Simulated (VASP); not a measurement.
Write the native input for VASP 6.6.1 that does the following.

```yaml
Task: single point
Functional: BLYP
Dispersion: D4
Potentials_or_basis: VASP PAW PBE potentials, release 64 (Pb_d)
Cutoff: 520 eV
k_mesh: 9 × 9 × 9
Occupations: fermi-dirac, width 0.05 eV
Spin: no spin polarisation
Dipole_correction: no
Further_INCAR_settings: ALGO = Normal; EDIFF = 1e-06; NBANDS = 13
```

The structure of Pb lies in POSCAR:

```
Pb
1.0
    0.0000000000      2.5235621278      2.5235621278
    2.5235621278      0.0000000000      2.5235621278
    2.5235621278      2.5235621278      0.0000000000
Pb
1
Direct
    0.0000000000      0.0000000000      0.0000000000
```

These files were run (other wordings do the same):

INCAR

```
PREC = Accurate ; ENCUT = 520
EDIFF = 1E-6 ; ISMEAR = -1
SIGMA = 0.05 ; LREAL = False
LASPH = True ; NELM = 100
ALGO = Normal ; ISIF = 2
LWAVE = False ; LCHARG = False
GGA = B5 ; ALDAX = 1.0
AGGAX = 1.0 ; AGGAC = 1.0
ALDAC = 0.0 ; IVDW = 13
VDW_S6 = 1.0 ; VDW_S8 = 2.34076671
VDW_A1 = 0.44488865 ; VDW_A2 = 4.0933009
NBANDS = 13
```

KPOINTS

```
regular mesh
0
Gamma
  9 9 9
```

Potentials or basis: VASP PAW PBE potentials, release 64 (Pb_d).

Launch:

```console
$ cat potpaw_PBE.64/Pb_d/POTCAR > POTCAR
$ mpirun -np 1 vasp_std > vasp.out
```

Results of the run:

* Pressure: -0.6 GPa
* Band gap on the k mesh: zero (band 7 reaches 13.91 eV, above the bottom of band 8 at 5.74 eV)
* Dispersion energy per atom: -0.747 eV

Caveat: the PAW data sets were made with another functional, which shifts forces and pressure a little; spin-orbit coupling is left out, which moves the levels of the heavy elements; pairwise dispersion overbinds metals, which lowers pressure and volume.

Wall time 8.9 s on 1 thread of Intel(R) Xeon(R) 6975P-C (Granite Rapids) (shared host), peak memory 0.16 GiB.
